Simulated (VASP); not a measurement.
# Ca (Im-3m) in VASP: a series of runs

Runs on Ca. Level: PBE. Tasks: single point.

Everything below comes from runs of VASP 6.6.1. Logs are shortened: lines on timing, memory, paths and dates and some standing lists are left out, and cuts for length are marked.

## 1. The cell of the first run

The structure is cubic, space group Im-3m (No. 229). The conventional cell has a = 4.298 Å, b = 4.298 Å, c = 4.298 Å, α = 90.00°, β = 90.00°, γ = 90.00°. Within 4.9 Å of Ca (site symmetry m-3m) lie 14 Ca at 3.72 to 4.30 Å.

## 2. Single point, PBE (Ba replaced by Ca, lengths x 0.891, strained)

File INCAR:

```
SYSTEM = Ca
  PREC = Accurate
  ENCUT = 500
  EDIFF = 1E-6
  ISMEAR = 0
  SIGMA = 0.1
  LREAL = .FALSE.
  LASPH = .TRUE.
  NELM = 120
  ALGO = Normal
  ISIF = 2
  LWAVE = .FALSE.
  LCHARG = .FALSE.
  GGA = PE
  NBANDS = 11
  GGA_COMPAT = .FALSE.
```

File KPOINTS:

```
Automatic mesh
0
G
  6 6 6
  0 0 0
```

File POSCAR:

```
Ca
1.0
   -2.1489945116      2.1489945116      2.1489945116
    2.1489945116     -2.1489945116      2.1489945116
    2.1489945116      2.1489945116     -2.1489945116
Ca
1
Direct
    0.0000000000      0.0000000000      0.0000000000
```

Potentials or basis: VASP PAW PBE potentials, release 64 (Ca_sv).

Started as:

```console
$ cat potpaw_PBE.64/Ca_sv/POTCAR > POTCAR
$ mpirun -np 1 vasp_std > vasp.out
```

OUTCAR:

```text
SYSTEM = Ca
   PREC = Accurate
   ENCUT = 500
   EDIFF = 1E-6
   ISMEAR = 0
   LREAL = .FALSE.
   LASPH = .TRUE.
   NELM = 120
   ISIF = 2
   GGA = PE

 ion  position               nearest neighbor table
   1  0.000  0.000  0.000-

  LATTYP: Found a body centered cubic cell.
 ALAT       =     4.2979890232

  Lattice vectors:

 A1 = (  -2.1489945116,   2.1489945116,   2.1489945116)
 A2 = (   2.1489945116,  -2.1489945116,   2.1489945116)
 A3 = (   2.1489945116,   2.1489945116,  -2.1489945116)

Analysis of symmetry for initial positions (statically):
=====================================================================
 Subroutine PRICEL returns:
 Original cell was already a primitive cell.

 Routine SETGRP: Setting up the symmetry group for a
 body centered cubic supercell.

 Subroutine GETGRP returns: Found 48 space group operations
 (whereof 48 operations were pure point group operations)
 out of a pool of 48 trial point group operations.

The static configuration has the point symmetry O_h .

Analysis of symmetry for dynamics (positions and initial velocities):
=====================================================================
 Subroutine PRICEL returns:
 Original cell was already a primitive cell.

 Routine SETGRP: Setting up the symmetry group for a
 body centered cubic supercell.

 Subroutine GETGRP returns: Found 48 space group operations
 (whereof 48 operations were pure point group operations)
 out of a pool of 48 trial point group operations.

The dynamic configuration has the point symmetry O_h .

 Subroutine INISYM returns: Found 48 space group operations
 (whereof 48 operations are pure point group operations),
 and found     1 'primitive' translations

----------------------------------------------------------------------------------------

                                     Primitive cell

  volume of cell :      39.6978

  direct lattice vectors                    reciprocal lattice vectors
    -2.148994512  2.148994512  2.148994512     0.000000000  0.232666951  0.232666951
     2.148994512 -2.148994512  2.148994512     0.232666951  0.000000000  0.232666951
     2.148994512  2.148994512 -2.148994512     0.232666951  0.232666951  0.000000000

  length of vectors
     3.722167679  3.722167679  3.722167679     0.329040757  0.329040757  0.329040757

  position of ions in fractional coordinates (direct lattice)
[... 71 lines left out ...]
   NSW    =      0    number of steps for IOM
   IBRION =     -1    ionic relax: 0-MD 1-quasi-New 2-CG
   NFREE  =      0    steps in history (QN), initial steepest desc. (CG)
   ISIF   =      2    stress and relaxation
   ISYM   =      2    0-nonsym 1-usesym 2-fastsym
   POTIM  = 0.5000    time-step for ionic-motion
   TEBEG  =    0.0;   TEEND  =   0.0 temperature during run
   PSTRESS=    0.0 pullay stress
   NELECT =      10.0000    total number of electrons
   NUPDOWN=      -1.0000    fix difference up-down
   EMIN   =  10.00;   EMAX   =-10.00  energy-range for DOS
   EFERMI =   0.00;   METHOD = LEGACY
   ISMEAR =     0;   SIGMA  =   0.10  broadening in eV -4-tet -1-fermi 0-gaus
   EFERMI_NEDOS =   21; number of points for ismear=-14 and -15
   IALGO  =     38    algorithm
   IMIX   =      4    mixing-type and parameters
     AMIX     =   0.40;   BMIX     =  1.00
     AMIX_MAG =   1.60;   BMIX_MAG =  1.00
  volume/ion in A,a.u.               =      39.70       267.89
  Fermi-wavevector in a.u.,A,eV,Ry     =   1.033918  1.953822 14.544450  1.068987
  Thomas-Fermi vector in A             =   2.168188
   LORBIT       =      0    0 simple, 1 ext, 2 COOP (PROOUT), +10 PAW based schemes
   GGA     = PE    functional components
   LHFCALC =     F    Hartree Fock is set to
   AEXX    =    0.0000 exact exchange contribution
   IVDW    =     0    specifies the selected vdW correction
   LEPSILON=     F    determine dielectric tensor
   LRPA    =     F    only Hartree local field effects (RPA)
 non-spin polarized calculation
 Gauss-broadening in eV      SIGMA  =   0.10
  energy-cutoff  :      500.00
  volume of cell :       39.70
 maximum number of plane-waves:      1048
   NGX = 13   NGY = 13   NGZ = 13

 number of electron      10.0000000 magnetization

 Free energy of the ion-electron system (eV)
  ---------------------------------------------------
  ext. energy  EPLUGINS =         0.00000000
  ---------------------------------------------------
  free energy    TOTEN  =        -1.90352485 eV

  energy without entropy =       -1.89168374  energy(sigma->0) =       -1.89760429

 E-fermi :   2.2726     XC(G=0):  -7.9243

 val. band max:        2.2537185795   @ k =   0.5000   0.5000   0.1667
 cond. band min:       2.2928563682   @ k =   0.5000   0.0000   0.0000
 fundamental gap:      0.0391377887
 Fermi energy:         2.2725962218

 k-point     1 :       0.0000    0.0000    0.0000
  band No.  band energies     occupation
      1     -39.6489      2.00000
      2     -20.5558      2.00000
      3     -20.5558      2.00000
      4     -20.5558      2.00000
      5      -1.9198      2.00000
      6       4.6472      0.00000
      7       4.6472      0.00000
      8       4.6472      0.00000
      9       5.7664      0.00000
     10       5.7664      0.00000
     11      12.7724      0.00000
[... 197 lines left out ...]
 k-point    16 :       0.5000    0.5000    0.5000
  band No.  band energies     occupation
      1     -39.6142      2.00000
      2     -20.6811      2.00000
      3     -20.6811      2.00000
      4     -20.6811      2.00000
      5       2.2345      1.41006
      6       2.2345      1.41006
      7       6.4431      0.00000
      8       6.4431      0.00000
      9       6.4431      0.00000
     10       6.6464      0.00000
     11       6.6464      0.00000

------------------------ aborting loop because EDIFF is reached ----------------------------------------

  FORCE on cell =-STRESS in cart. coord.  units (eV):
  Direction    XX          YY          ZZ          XY          YZ          ZX
  --------------------------------------------------------------------------------------
  -------------------------------------------------------------------------------------
  Total        0.2651532      0.2651532      0.2651532      0.0000000      0.0000000      0.0000000
  in kB       10.7014224     10.7014224     10.7014224      0.0000000      0.0000000      0.0000000
  external PRESSURE =      10.7014224 kB  Pullay stress =       0.0000000 kB

 VOLUME and BASIS-vectors are now :
 -----------------------------------------------------------------------------
  energy-cutoff  :      500.00
  volume of cell :       39.70
      direct lattice vectors                 reciprocal lattice vectors
    -2.148994512  2.148994512  2.148994512     0.000000000  0.232666951  0.232666951
     2.148994512 -2.148994512  2.148994512     0.232666951  0.000000000  0.232666951
     2.148994512  2.148994512 -2.148994512     0.232666951  0.232666951  0.000000000

 POSITION                                       TOTAL-FORCE (eV/Angst)
 -----------------------------------------------------------------------------------
      0.00000      0.00000      0.00000         0.000000      0.000000      0.000000
 -----------------------------------------------------------------------------------
    total drift:                               -0.000000     -0.000000     -0.000000

  FREE ENERGIE OF THE ION-ELECTRON SYSTEM (eV)
  ---------------------------------------------------
  free  energy   TOTEN  =        -1.9035248466 eV

  energy  without entropy=       -1.8916837414  energy(sigma->0) =       -1.89760429
```

OSZICAR:

```text
N       E                     dE             d eps       ncg     rms          rms(c)
DAV:   1     0.696744810776E+02    0.69674E+02   -0.49865E+03   352   0.811E+02
DAV:   2    -0.318984575422E+00   -0.69993E+02   -0.69114E+02   379   0.211E+02
DAV:   3    -0.185561131295E+01   -0.15366E+01   -0.15101E+01   469   0.311E+01
DAV:   4    -0.191639003255E+01   -0.60779E-01   -0.60653E-01   484   0.519E+00
DAV:   5    -0.191683337887E+01   -0.44335E-03   -0.44331E-03   449   0.464E-01    0.217E+00
DAV:   6    -0.190619000329E+01    0.10643E-01   -0.12802E-02   426   0.122E+00    0.133E+00
DAV:   7    -0.190396375949E+01    0.22262E-02   -0.18290E-02   397   0.153E+00    0.102E-01
DAV:   8    -0.190349991243E+01    0.46385E-03   -0.19678E-03   430   0.440E-01    0.206E-02
DAV:   9    -0.190352346349E+01   -0.23551E-04   -0.87435E-05   459   0.763E-02    0.622E-03
DAV:  10    -0.190352582864E+01   -0.23651E-05   -0.62823E-06   533   0.206E-02    0.103E-03
DAV:  11    -0.190352484662E+01    0.98202E-06   -0.23696E-07   266   0.532E-03
   1 F= -.19035248E+01 E0= -.18976043E+01  d E =-.118411E-01
```

stdout:

```text
POSCAR found type information on POSCAR Ca
 POSCAR found :  1 types and       1 ions
 scaLAPACK will be used
 LDA part: xc-table for (Slater+PW92), standard interpolation
 POSCAR, INCAR and KPOINTS ok, starting setup
 FFT: planning ... GRIDC
 FFT: planning ... GRID_SOFT
 FFT: planning ... GRID
 WAVECAR not read
 entering main loop
```

It took 5 s on 1 thread of Intel Xeon 6975P-C, shared host; peak memory 0.15 GiB.

What came out:

```yaml
Free_energy: -1.9035 eV
Pressure: 1.1 GPa
Band_gap_on_the_k_mesh: zero (band 5 reaches 2.45 eV, above the bottom of band 6 at 2.23 eV)
```

Caveat: the cell differs from its parent crystal (Ba replaced by Ca, lengths x 0.891, strained).

## 3. Single point, PBE (Ba replaced by Ca, lengths x 0.891, strained)

File INCAR:

```
ALGO = Normal
EDIFF = 1E-6
ENCUT = 500
GGA = PE
GGA_COMPAT = False
ISIF = 2
ISMEAR = 0
LASPH = True
LCHARG = False
LREAL = False
LWAVE = False
NBANDS = 11
NELM = 120
PREC = Accurate
SIGMA = 0.1
```

File KPOINTS:

```
k-points
0
Gamma
  6 6 6
```

File POSCAR:

```
Ca
1.0
   -2.2871024651      2.2871024651      2.2871024651
    2.2871024651     -2.2871024651      2.2871024651
    2.2871024651      2.2871024651     -2.2871024651
Ca
1
Direct
    0.0000000000      0.0000000000      0.0000000000
```

Potentials or basis: VASP PAW PBE potentials, release 64 (Ca_sv).

Started as:

```console
$ cat potpaw_PBE.64/Ca_sv/POTCAR > POTCAR
$ mpirun -np 1 vasp_std > vasp.out
```

OUTCAR:

```text
EDIFF = 1E-6
   ENCUT = 500
   GGA = PE
   ISIF = 2
   ISMEAR = 0
   LASPH = True
   LREAL = False
   NELM = 120
   PREC = Accurate

 ion  position               nearest neighbor table
   1  0.000  0.000  0.000-

  LATTYP: Found a body centered cubic cell.
 ALAT       =     4.5742049302

  Lattice vectors:

 A1 = (  -2.2871024651,   2.2871024651,   2.2871024651)
 A2 = (   2.2871024651,  -2.2871024651,   2.2871024651)
 A3 = (   2.2871024651,   2.2871024651,  -2.2871024651)

Analysis of symmetry for initial positions (statically):
=====================================================================
 Subroutine PRICEL returns:
 Original cell was already a primitive cell.

 Routine SETGRP: Setting up the symmetry group for a
 body centered cubic supercell.

 Subroutine GETGRP returns: Found 48 space group operations
 (whereof 48 operations were pure point group operations)
 out of a pool of 48 trial point group operations.

The static configuration has the point symmetry O_h .

[... 155 lines left out ...]
 cond. band min:       1.5903341920   @ k =   0.3333   0.1667   0.1667
 fundamental gap:      0.1266147974
 Fermi energy:         1.5439703607

 k-point     1 :       0.0000    0.0000    0.0000
  band No.  band energies     occupation
      1     -40.8518      2.00000
      2     -21.7766      2.00000
      3     -21.7766      2.00000
      4     -21.7766      2.00000
      5      -2.3094      2.00000
      6       3.6307      0.00000
      7       3.6307      0.00000
      8       3.6307      0.00000
      9       4.5562      0.00000
     10       4.5562      0.00000
     11      11.1184      0.00000
[... 197 lines left out ...]
 k-point    16 :       0.5000    0.5000    0.5000
  band No.  band energies     occupation
      1     -40.8374      2.00000
      2     -21.8409      2.00000
      3     -21.8409      2.00000
      4     -21.8409      2.00000
      5       1.6973      0.03011
      6       1.6973      0.03011
      7       4.9797      0.00000
      8       4.9797      0.00000
      9       4.9797      0.00000
     10       5.2276      0.00000
     11       5.2276      0.00000

------------------------ aborting loop because EDIFF is reached ----------------------------------------

  FORCE on cell =-STRESS in cart. coord.  units (eV):
  Direction    XX          YY          ZZ          XY          YZ          ZX
  --------------------------------------------------------------------------------------
  -------------------------------------------------------------------------------------
  Total       -0.4989812     -0.4989812     -0.4989812     -0.0000000      0.0000000     -0.0000000
  in kB      -16.7062101    -16.7062101    -16.7062101     -0.0000000      0.0000000     -0.0000000
  external PRESSURE =     -16.7062101 kB  Pullay stress =       0.0000000 kB

 VOLUME and BASIS-vectors are now :
 -----------------------------------------------------------------------------
  energy-cutoff  :      500.00
  volume of cell :       47.85
      direct lattice vectors                 reciprocal lattice vectors
    -2.287102465  2.287102465  2.287102465     0.000000000  0.218617228  0.218617228
     2.287102465 -2.287102465  2.287102465     0.218617228  0.000000000  0.218617228
     2.287102465  2.287102465 -2.287102465     0.218617228  0.218617228  0.000000000

 POSITION                                       TOTAL-FORCE (eV/Angst)
 -----------------------------------------------------------------------------------
      0.00000      0.00000      0.00000        -0.000000      0.000000     -0.000000
 -----------------------------------------------------------------------------------
    total drift:                               -0.000000     -0.000000      0.000000

  FREE ENERGIE OF THE ION-ELECTRON SYSTEM (eV)
  ---------------------------------------------------
  free  energy   TOTEN  =        -1.8822910727 eV

  energy  without entropy=       -1.8735235619  energy(sigma->0) =       -1.87790732
```

stdout:

```text
POSCAR found type information on POSCAR Ca
 POSCAR found :  1 types and       1 ions
 scaLAPACK will be used
 LDA part: xc-table for (Slater+PW92), standard interpolation
 POSCAR, INCAR and KPOINTS ok, starting setup
 FFT: planning ... GRIDC
 FFT: planning ... GRID_SOFT
 FFT: planning ... GRID
 WAVECAR not read
 entering main loop
```

Wall time 7.2 s (1 thread of Intel Xeon 6975P-C, shared host); peak memory 0.16 GiB.

Results:

| Property | Result |
| --- | --- |
| Free energy | -1.8823 eV |
| Pressure | -1.7 GPa |
| Band gap on the k mesh | zero (band 5 reaches 1.70 eV, above the bottom of band 6 at 1.42 eV) |

Levels at points of the mesh, in eV from the Fermi level:
```tsv
k point	band 1	band 2	band 3	band 4	band 5	band 6	band 7	band 8	band 9	band 10
(0.00, 0.00, 0.00)	-42.40	-23.32	-23.32	-23.32	-3.85	2.09	2.09	2.09	3.01	3.01
(0.50, 0.00, 0.00)	-42.39	-23.41	-23.35	-23.32	-0.86	-0.13	1.26	2.90	3.23	3.87
(0.50, 0.50, 0.50)	-42.38	-23.38	-23.38	-23.38	0.15	0.15	3.44	3.44	3.44	3.68
```

Caveat: the cell differs from its parent crystal (Ba replaced by Ca, lengths x 0.891, strained).

## 4. Single point, PBE (Ba replaced by Ca, lengths x 0.891, strained)

File INCAR:

```
SYSTEM = Ca
ALGO = Normal
EDIFF = 1E-6
ENCUT = 500
GGA = PE
GGA_COMPAT = .False.
ISIF = 2
ISMEAR = 0
LASPH = .True.
LCHARG = .False.
LREAL = .False.
LWAVE = .False.
NBANDS = 11
NELM = 120
PREC = Accurate
SIGMA = 0.1
```

File KPOINTS:

```
k-points
0
Gamma
  6 6 6
  0 0 0
```

File POSCAR:

```
Ca
1.0
   -2.3294995349      2.3294995349      2.3294995349
    2.3294995349     -2.3294995349      2.3294995349
    2.3294995349      2.3294995349     -2.3294995349
Ca
1
Direct
    0.0000000000      0.0000000000      0.0000000000
```

Started as:

```console
$ cat potpaw_PBE.64/Ca_sv/POTCAR > POTCAR
$ mpirun -np 1 vasp_std > vasp.out
```

Wall time 11 s (1 thread of AMD EPYC 7R43 (Zen 3), shared host); peak memory 0.13 GiB.

It converged, with:

```
Free energy            : -1.8494 eV
Pressure               : -2.2 GPa
Band gap on the k mesh : zero (band 5 reaches 1.55 eV, above the bottom of band 6 at 1.20 eV)
```

Levels at points of the mesh, in eV from the Fermi level:
```tsv
k point	band 2	band 3	band 4	band 5	band 6	band 7	band 8	band 9
(0.00, 0.00, 0.00)	-23.46	-23.46	-23.46	-3.75	2.01	2.01	2.01	2.88
(0.50, 0.00, 0.00)	-23.53	-23.48	-23.45	-0.84	-0.15	1.23	2.76	3.08
(0.50, 0.50, 0.50)	-23.51	-23.51	-23.51	0.20	0.20	3.25	3.25	3.25
```

Caveat: the cell differs from its parent crystal (Ba replaced by Ca, lengths x 0.891, strained).

## 5. Single point, PBE (Ba replaced by Ca, lengths x 0.891, strained)

File INCAR:

```
ALGO     = Normal         # electronic algorithm
EDIFF    = 1E-6           # SCF threshold, eV
ENCUT    = 500            # plane-wave cutoff, eV
GGA      = PE             # functional
GGA_COMPAT= False        
ISIF     = 2              # what is computed and relaxed
ISMEAR   = 0              # smearing method
LASPH    = True           # aspherical terms in the spheres
LCHARG   = False          # write CHGCAR
LREAL    = False          # projectors in reciprocal space
LWAVE    = False          # write WAVECAR
NBANDS   = 11             # bands
NELM     = 120            # most SCF steps
PREC     = Accurate       # precision mode
SIGMA    = 0.1            # smearing width, eV
```

File KPOINTS:

```
k-points
0
Gamma
  12 12 12
```

POSCAR is that of step 4.

Started as:

```console
$ cat potpaw_PBE.64/Ca_sv/POTCAR > POTCAR
$ mpirun -np 1 vasp_std > vasp.out
```

It took 38 s on 1 thread of AMD EPYC 7R43 (Zen 3), shared host; peak memory 0.14 GiB.

The run converged. Its results:

* Free energy: -1.8494 eV
* Pressure: -2.3 GPa
* Band gap on the k mesh: zero (band 5 reaches 1.66 eV, above the bottom of band 6 at 1.20 eV)

Levels at points of the mesh, in eV from the Fermi level:
```tsv
k point	band 2	band 3	band 4	band 5	band 6	band 7	band 8	band 9
(0.00, 0.00, 0.00)	-23.44	-23.44	-23.44	-3.75	2.02	2.02	2.02	2.89
(0.50, 0.00, 0.00)	-23.51	-23.46	-23.44	-0.83	-0.15	1.24	2.77	3.09
(0.50, 0.50, 0.50)	-23.49	-23.49	-23.49	0.21	0.21	3.26	3.26	3.26
```

Caveat: the cell differs from its parent crystal (Ba replaced by Ca, lengths x 0.891, strained).

## 6. Overview

```tsv
cell	k mesh	gap on the mesh (eV)	pressure (GPa)
a = 3.722 Å, angles 109.5°, 1 atom	6 × 6 × 6	none	1.1
a = 3.961 Å, angles 109.5°, 1 atom	6 × 6 × 6	none	-1.7
a = 4.035 Å, angles 109.5°, 1 atom	6 × 6 × 6	none	-2.2
a = 4.035 Å, angles 109.5°, 1 atom	12 × 12 × 12	none	-2.3
```

Alike in all rows: task single point; level PBE; potentials or basis VASP PAW PBE potentials, release 64 (Ca_sv); no spin polarisation; cutoff (eV) 500; smearing gaussian 0.1 eV.

Total energies depend on the potentials used, so only differences within one code and one set of settings carry meaning.
